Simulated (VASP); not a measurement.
# Mo8Se15 (a cell with a defect) in VASP: single point with PBE

Aim: the single point of Mo8Se15 (a cell with a defect) with PBE.

Everything below comes from runs of VASP 6.6.1. Logs are shortened: lines on timing, memory, paths and dates and some standing lists are left out, and cuts for length are marked.

## (1) The cell of the first run

The cell holds a defect, 23 atoms: a = 6.590 Å, b = 6.590 Å, c = 12.928 Å, α = 90.00°, β = 90.00°, γ = 60.00°.

## (2) Single point, PBE

Input file INCAR:

```
SYSTEM = Mo8Se15
ALGO     = Normal         ! electronic algorithm
EDIFF    = 1E-7           ! SCF threshold, eV
ENCUT    = 520            ! plane-wave cutoff, eV
GGA      = PE             ! functional
ISIF     = 2              ! what is computed and relaxed
ISMEAR   = 0              ! smearing method
LASPH    = .True.         ! aspherical terms in the spheres
LCHARG   = .False.        ! write CHGCAR
LREAL    = Auto         
LWAVE    = .False.        ! write WAVECAR
NBANDS   = 118            ! bands
NELM     = 80             ! most SCF steps
PREC     = Accurate       ! precision mode
SIGMA    = 0.1            ! smearing width, eV
```

Input file KPOINTS:

```
k-points
0
Gamma
  3 3 1
  0 0 0
```

Input file POSCAR:

```
Mo8Se15
1.0
    3.2951700000      5.7074000000      0.0000000000
   -3.2951700000      5.7074000000      0.0000000000
    0.0000000000      0.0000000000     12.9281320000
Se Mo
15 8
Direct
    0.1950654362      0.1023048199      0.6352006616
    0.3030629263      0.3942703603      0.1121607515
    0.2051169279      0.1041018057      0.8892654407
    0.3065307024      0.3873398867      0.3675513214
    0.1929911363      0.6141411832      0.6345598885
    0.2979510608      0.8954364712      0.1118972950
    0.1966997444      0.6067380732      0.8890825836
    0.3072455070      0.8982766222      0.3664850421
    0.7027489552      0.1023013304      0.6352019766
    0.6908974638      0.1041037627      0.8892665236
    0.8010537819      0.3982888259      0.3678608015
    0.6997425450      0.6006420434      0.6356140237
    0.8070168053      0.8954343984      0.1118948198
    0.7171111346      0.5659708292      0.9260443040
    0.7948771928      0.8982785348      0.3664842686
    0.1264508227      0.2331011624      0.2393460246
    0.3627670483      0.2745858619      0.7599318293
    0.1367926562      0.7268144153      0.2406039016
    0.3754929062      0.7657701908      0.7661479632
    0.6408475410      0.2331001410      0.2393440135
    0.8630203035      0.2740801275      0.7670925699
    0.6396263110      0.7211498743      0.2376095789
    0.8588670769      0.7657677831      0.7661506705
```

Potentials or basis: VASP PAW PBE potentials, release 64 (Se, Mo_sv).

Launch:

```sh
cat potpaw_PBE.64/Se/POTCAR potpaw_PBE.64/Mo_sv/POTCAR > POTCAR
mpirun -np 1 vasp_std > vasp.out
```

OUTCAR:

```text
SYSTEM = Mo8Se15
   EDIFF = 1E-7
   ENCUT = 520
   GGA = PE
   ISIF = 2
   ISMEAR = 0
   LASPH = .True.
   LREAL = Auto
   NELM = 80
   PREC = Accurate

 ion  position               nearest neighbor table
   1  0.195  0.102  0.635-  17 2.52  21 2.55  19 2.56
   2  0.303  0.394  0.112-  18 2.52  20 2.53  16 2.53
   3  0.205  0.104  0.889-  19 2.50  17 2.51  21 2.51
   4  0.307  0.387  0.368-  16 2.53  20 2.53  18 2.54
   5  0.193  0.614  0.635-  17 2.53  23 2.56  19 2.56
   6  0.298  0.895  0.112-  18 2.51  16 2.54  22 2.54
   7  0.197  0.607  0.889-  19 2.50  23 2.50  17 2.53
   8  0.307  0.898  0.366-  16 2.52  22 2.53  18 2.54
   9  0.703  0.102  0.635-  17 2.52  21 2.55  23 2.56
  10  0.691  0.104  0.889-  23 2.50  17 2.51  21 2.51
  11  0.801  0.398  0.368-  16 2.49  20 2.49  22 2.50
  12  0.700  0.601  0.636-  19 2.50  23 2.50  21 2.52
  13  0.807  0.895  0.112-  18 2.51  20 2.54  22 2.54
  14  0.717  0.566  0.926-  21 2.65  23 2.85  19 2.85
  15  0.795  0.898  0.366-  20 2.52  22 2.53  18 2.54
  16  0.126  0.233  0.239-  11 2.49   8 2.52   4 2.53   2 2.53   6 2.54  20 3.20  22 3.21  18 3.29
                            18 3.30  22 3.38  20 3.39
  17  0.363  0.275  0.760-  10 2.51   3 2.51   9 2.52   1 2.52   7 2.53   5 2.53  23 3.28  19 3.28
                            21 3.30  21 3.30  19 3.31  23 3.31
  18  0.137  0.727  0.241-   6 2.51  13 2.51   2 2.52   4 2.54  15 2.54   8 2.54  16 3.29  20 3.29
                            22 3.30  22 3.30  20 3.30  16 3.30
  19  0.375  0.766  0.766-   7 2.50   3 2.50  12 2.50   5 2.56   1 2.56  14 2.85  23 3.19  21 3.23
                            17 3.28  17 3.31  21 3.36  23 3.40
  20  0.641  0.233  0.239-  11 2.49  15 2.52   4 2.53   2 2.53  13 2.54  16 3.20  22 3.21  18 3.29
                            18 3.30  22 3.38  16 3.39
  21  0.863  0.274  0.767-   3 2.51  10 2.51  12 2.52   1 2.55   9 2.55  14 2.65  19 3.23  23 3.23
                            17 3.30  17 3.30  23 3.36  19 3.36
  22  0.640  0.721  0.238-  11 2.50  15 2.53   8 2.53   6 2.54  13 2.54  16 3.21  20 3.21  18 3.30
                            18 3.30  20 3.38  16 3.38
  23  0.859  0.766  0.766-   7 2.50  10 2.50  12 2.50   5 2.56   9 2.56  14 2.85  19 3.19  21 3.23
                            17 3.28  17 3.31  21 3.36  19 3.40

  LATTYP: Found a hexagonal cell.
 ALAT       =     6.5903383896
 C/A-ratio  =     1.9616795430

  Lattice vectors:

 A1 = (   3.2951700000,  -5.7074000000,   0.0000000000)
 A2 = (   3.2951700000,   5.7074000000,   0.0000000000)
 A3 = (   0.0000000000,   0.0000000000,  12.9281320000)

Analysis of symmetry for initial positions (statically):
=====================================================================
 Subroutine PRICEL returns:
 Original cell was already a primitive cell.

 Routine SETGRP: Setting up the symmetry group for a
 hexagonal supercell.

 Subroutine GETGRP returns: Found  1 space group operations
 (whereof  1 operations were pure point group operations)
 out of a pool of 24 trial point group operations.

The static configuration has the point symmetry C_1 .

Analysis of symmetry for dynamics (positions and initial velocities):
=====================================================================
 Subroutine PRICEL returns:
 Original cell was already a primitive cell.

 Routine SETGRP: Setting up the symmetry group for a
 hexagonal supercell.

 Subroutine GETGRP returns: Found  1 space group operations
 (whereof  1 operations were pure point group operations)
 out of a pool of 24 trial point group operations.

The dynamic configuration has the point symmetry C_1 .

 Subroutine INISYM returns: Found  1 space group operations
 (whereof  1 operations are pure point group operations),
 and found     1 'primitive' translations

----------------------------------------------------------------------------------------

                                     Primitive cell

  volume of cell :     486.2750

  direct lattice vectors                    reciprocal lattice vectors
     3.295170000  5.707400000  0.000000000     0.151737240  0.087605565  0.000000000
    -3.295170000  5.707400000  0.000000000    -0.151737240  0.087605565  0.000000000
     0.000000000  0.000000000 12.928132000     0.000000000  0.000000000  0.077350695

  length of vectors
     6.590338390  6.590338390 12.928132000     0.175211087  0.175211087  0.077350695

  position of ions in fractional coordinates (direct lattice)
     0.195065436  0.102304820  0.635200662
     0.303062926  0.394270360  0.112160751
     0.205116928  0.104101806  0.889265441
     0.306530702  0.387339887  0.367551321
     0.192991136  0.614141183  0.634559889
     0.297951061  0.895436471  0.111897295
[... 15 lines left out ...]
     0.639626311  0.721149874  0.237609579
     0.858867077  0.765767783  0.766150670

  ion indices of the primitive-cell ions
   primitive index   ion index
                 1           1
                 2           2
                 3           3
                 4           4
                 5           5
                 6           6
[... 15 lines left out ...]
                22          22
                23          23

----------------------------------------------------------------------------------------

 KPOINTS: k-points

Automatic generation of k-mesh.
 Grid dimensions read from file:
 generate k-points for:    3    3    1

 Generating k-lattice:

  Cartesian coordinates                     Fractional coordinates (reciprocal lattice)
     0.050579080  0.029201855  0.000000000     0.333333333 -0.000000000  0.000000000
    -0.050579080  0.029201855  0.000000000    -0.000000000  0.333333333  0.000000000
     0.000000000  0.000000000  0.077350695     0.000000000  0.000000000  1.000000000

  Length of vectors
     0.058403696  0.058403696  0.077350695

  Shift w.r.t. Gamma in fractional coordinates (k-lattice)
     0.000000000  0.000000000  0.000000000

 Subroutine IBZKPT returns following result:
 ===========================================

 Found      5 irreducible k-points:

 Following reciprocal coordinates:
            Coordinates               Weight
  0.000000  0.000000  0.000000      1.000000
  0.333333  0.000000  0.000000      2.000000
  0.333333  0.333333  0.000000      2.000000
  0.000000  0.333333  0.000000      2.000000
 -0.333333  0.333333  0.000000      2.000000
   k-points           NKPTS =      5   k-points in BZ     NKDIM =      5   number of bands    NBANDS=    118
   number of dos      NEDOS =    301   number of ions     NIONS =     23
   total plane-waves  NPLWV = 240000
   dimension x,y,z NGX =    50 NGY =   50 NGZ =   96
   dimension x,y,z NGXF=   100 NGYF=  100 NGZF=  192
   ions per type =              15   8
   NGX,Y,Z   is equivalent  to a cutoff of  12.61, 12.61, 12.34 a.u.
   NGXF,Y,Z  is equivalent  to a cutoff of  25.23, 25.23, 24.69 a.u.
 SYSTEM =  Mo8Se15
   PREC   = accura    normal or accurate (medium, high low for compatibility)
   ISTART =      0    job   : 0-new  1-cont  2-samecut
   ICHARG =      2    charge: 1-file 2-atom 10-const
   ISPIN  =      1    spin polarized calculation?
   LNONCOLLINEAR =      F non collinear calculations
   LSORBIT =      F    spin-orbit coupling
   LASPH  =      T    aspherical Exc in radial PAW
   ENCUT  =  520.0 eV  38.22 Ry    6.18 a.u.  12.25 12.25 24.04*2*pi/ulx,y,z
   NELM   =     80;   NELMIN=  2; NELMDL= -5     # of ELM steps
   EDIFF  = 0.1E-06   stopping-criterion for ELM
   LREAL  =      T    real-space projection
   EDIFFG = 0.1E-05   stopping-criterion for IOM
   NSW    =      0    number of steps for IOM
   IBRION =     -1    ionic relax: 0-MD 1-quasi-New 2-CG
   NFREE  =      0    steps in history (QN), initial steepest desc. (CG)
   ISIF   =      2    stress and relaxation
   ISYM   =      2    0-nonsym 1-usesym 2-fastsym
   POTIM  = 0.5000    time-step for ionic-motion
   TEBEG  =    0.0;   TEEND  =   0.0 temperature during run
   PSTRESS=    0.0 pullay stress
   NELECT =     202.0000    total number of electrons
   NUPDOWN=      -1.0000    fix difference up-down
   EMIN   =  10.00;   EMAX   =-10.00  energy-range for DOS
   EFERMI =   0.00;   METHOD = LEGACY
   ISMEAR =     0;   SIGMA  =   0.10  broadening in eV -4-tet -1-fermi 0-gaus
   EFERMI_NEDOS =   21; number of points for ismear=-14 and -15
   IALGO  =     38    algorithm
   IMIX   =      4    mixing-type and parameters
     AMIX     =   0.40;   BMIX     =  1.00
     AMIX_MAG =   1.60;   BMIX_MAG =  1.00
  volume/ion in A,a.u.               =      21.14       142.68
  Fermi-wavevector in a.u.,A,eV,Ry     =   1.221513  2.308324 20.301161  1.492093
  Thomas-Fermi vector in A             =   2.356692
   LORBIT       =      0    0 simple, 1 ext, 2 COOP (PROOUT), +10 PAW based schemes
   GGA     = PE    functional components
   LHFCALC =     F    Hartree Fock is set to
   AEXX    =    0.0000 exact exchange contribution
   IVDW    =     0    specifies the selected vdW correction
   LEPSILON=     F    determine dielectric tensor
   LRPA    =     F    only Hartree local field effects (RPA)
 non-spin polarized calculation
 Gauss-broadening in eV      SIGMA  =   0.10
  energy-cutoff  :      520.00
  volume of cell :      486.27
 maximum number of plane-waves:     13093
 NGX is ok and might be reduce to    50
   NGX = 25   NGY = 25   NGZ = 49

 number of electron     202.0000007 magnetization

 Free energy of the ion-electron system (eV)
  ---------------------------------------------------
  ext. energy  EPLUGINS =         0.00000000
  ---------------------------------------------------
  free energy    TOTEN  =      -152.03864956 eV

  energy without entropy =     -152.03070155  energy(sigma->0) =     -152.03467556

 E-fermi :   6.2066     XC(G=0): -10.4284

 val. band max:        6.1316550249   @ k =   0.0000   0.0000   0.0000
 cond. band min:       6.3101082996   @ k =  -0.3333   0.3333   0.0000
 fundamental gap:      0.1784532747
 Fermi energy:         6.2066118387

 k-point     1 :       0.0000    0.0000    0.0000
  band No.  band energies     occupation
      1     -55.2454      2.00000
      2     -55.1864      2.00000
      3     -55.1679      2.00000
      4     -55.1601      2.00000
      5     -55.1428      2.00000
      6     -55.1413      2.00000
[... 105 lines left out ...]
    112       7.9266      0.00000
    113       8.0214      0.00000

 k-point     2 :       0.3333    0.0000    0.0000
  band No.  band energies     occupation
      1     -55.2448      2.00000
      2     -55.1817      2.00000
      3     -55.1711      2.00000
      4     -55.1605      2.00000
      5     -55.1424      2.00000
      6     -55.1412      2.00000
[... 105 lines left out ...]
    112       7.9421      0.00000
    113       7.9842      0.00000

 k-point     3 :       0.3333    0.3333    0.0000
  band No.  band energies     occupation
      1     -55.2448      2.00000
      2     -55.1817      2.00000
      3     -55.1711      2.00000
      4     -55.1605      2.00000
      5     -55.1424      2.00000
      6     -55.1412      2.00000
[... 105 lines left out ...]
    112       7.9420      0.00000
    113       7.9841      0.00000

 k-point     4 :       0.0000    0.3333    0.0000
  band No.  band energies     occupation
      1     -55.2449      2.00000
      2     -55.1825      2.00000
      3     -55.1679      2.00000
      4     -55.1633      2.00000
      5     -55.1420      2.00000
      6     -55.1399      2.00000
[... 105 lines left out ...]
    112       7.9533      0.00000
    113       7.9902      0.00000

 k-point     5 :      -0.3333    0.3333    0.0000
  band No.  band energies     occupation
      1     -55.2446      2.00000
      2     -55.1787      2.00000
      3     -55.1721      2.00000
      4     -55.1624      2.00000
      5     -55.1426      2.00000
      6     -55.1395      2.00000
[... 105 lines left out ...]
    112       7.7029      0.00000
    113       7.7693      0.00000
 [bands above 113 left out]

------------------------ aborting loop because EDIFF is reached ----------------------------------------

  FORCE on cell =-STRESS in cart. coord.  units (eV):
  Direction    XX          YY          ZZ          XY          YZ          ZX
  --------------------------------------------------------------------------------------
  -------------------------------------------------------------------------------------
  Total        1.2063784      1.0312532      9.9445916     -0.1491112      0.3963179     -0.6874895
  in kB        3.9747721      3.3977701     32.7654113     -0.4912913      1.3057871     -2.2651385
  external PRESSURE =      13.3793179 kB  Pullay stress =       0.0000000 kB

 VOLUME and BASIS-vectors are now :
 -----------------------------------------------------------------------------
  energy-cutoff  :      520.00
  volume of cell :      486.27
      direct lattice vectors                 reciprocal lattice vectors
     3.295170000  5.707400000  0.000000000     0.151737240  0.087605565  0.000000000
    -3.295170000  5.707400000  0.000000000    -0.151737240  0.087605565  0.000000000
     0.000000000  0.000000000 12.928132000     0.000000000  0.000000000  0.077350695

 POSITION                                       TOTAL-FORCE (eV/Angst)
 -----------------------------------------------------------------------------------
      0.30566      1.69721      8.21196         0.077372      0.025148      0.044335
     -0.30054      3.97996      1.45003         0.048226     -0.027618      0.045588
      0.33286      1.76484     11.49654        -0.011413     -0.002304      0.110159
     -0.26628      3.96020      4.75175         0.031776     -0.014580      0.112239
     -1.38776      4.60663      8.20367         0.021732     -0.012828      0.098263
     -1.96882      6.81114      1.44662         0.129295     -0.013741      0.075641
[... 15 lines left out ...]
     -0.26863      7.76649      3.07185         0.050847     -0.029560      0.212113
      0.30678      9.27244      9.90490         0.034947     -0.059715      0.242952
 -----------------------------------------------------------------------------------
    total drift:                                0.001165     -0.000073      0.001911

  FREE ENERGIE OF THE ION-ELECTRON SYSTEM (eV)
  ---------------------------------------------------
  free  energy   TOTEN  =      -152.0386495603 eV

  energy  without entropy=     -152.0307015501  energy(sigma->0) =     -152.03467556
```

Wall time 13 min (1 thread of Oxide Virtual Turin-like, shared host); peak memory 0.57 GiB.

What came out:

* Free energy: -152.0386 eV
* Pressure: 1.3 GPa
* Largest force: 2.788 eV/Å
* Band gap on the k mesh: 0.18 eV

Forces in eV/Å, atoms in the order of the input:
```
Se   0.077  0.025  0.044
Se   0.048 -0.028  0.046
Se  -0.011 -0.002  0.110
Se   0.032 -0.015  0.112
Se   0.022 -0.013  0.098
Se   0.129 -0.014  0.076
Se   0.009 -0.006  0.136
Se   0.008 -0.036  0.153
Se   0.016 -0.080  0.045
Se  -0.004  0.011  0.109
Se   0.040 -0.026  0.174
Se   0.037 -0.021  0.089
Se   0.077 -0.105  0.076
Se  -0.871  0.502 -2.600
Se   0.035  0.012  0.150
Mo   0.037 -0.026  0.105
Mo  -0.018  0.010  0.082
Mo   0.078 -0.045  0.084
Mo   0.069  0.000  0.243
Mo   0.041 -0.019  0.105
Mo   0.063 -0.037  0.106
Mo   0.051 -0.030  0.212
Mo   0.035 -0.060  0.243
```

Stress tensor (GPa, compression positive):
```
 0.40 -0.05 -0.23
-0.05  0.34  0.13
-0.23  0.13  3.28
```

Caveat: the k points lie up to 0.49 Å⁻¹ apart; semilocal functionals underestimate gaps, and a narrow one can read as zero.
